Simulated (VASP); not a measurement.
Ag: single point with LDA

The system is Ag.

```
Ag
1.0
     2.83738    0.00000    0.00000
    -1.41869    2.45724    0.00000
     0.00000    0.00000    4.60825
Ag
2
Direct
  0.33333 0.66667 0.25000
  0.66667 0.33333 0.75000
```

```
Program                : VASP 6.6.1
Task                   : single point
Functional             : LDA
Potentials or basis    : VASP PAW LDA potentials, release 64 (Ag)
Cutoff                 : 520 eV
k mesh                 : 21 × 21 × 11
Occupations            : fermi-dirac, width 0.1 eV
Spin                   : no spin polarisation
Dipole correction      : no
Further INCAR settings : ALGO = Normal; EDIFF = 1e-06; NBANDS = 18
```

```json
{"Pressure": "-0.1 GPa", "Band gap on the k mesh": "zero (band 11 reaches 13.18 eV, above the bottom of band 12 at 5.64 eV)"}
```

Stress tensor (GPa, compression positive):
```
-0.68  0.00  0.00
 0.00 -0.68  0.00
 0.00  0.00  1.13
```

Levels at points of the mesh, in eV from the Fermi level:
```tsv
k point	band 7	band 8	band 9	band 10	band 11	band 12	band 13	band 14	band 15	band 16
(0.00, 0.00, 0.00)	-4.67	-4.30	-4.30	-3.14	-3.14	-0.60	3.93	15.74	17.84	18.08
```

Wall time 63 s on 1 thread of Intel(R) Xeon(R) Platinum 8488C (Sapphire Rapids), with other jobs on the host, peak memory 0.24 GiB.
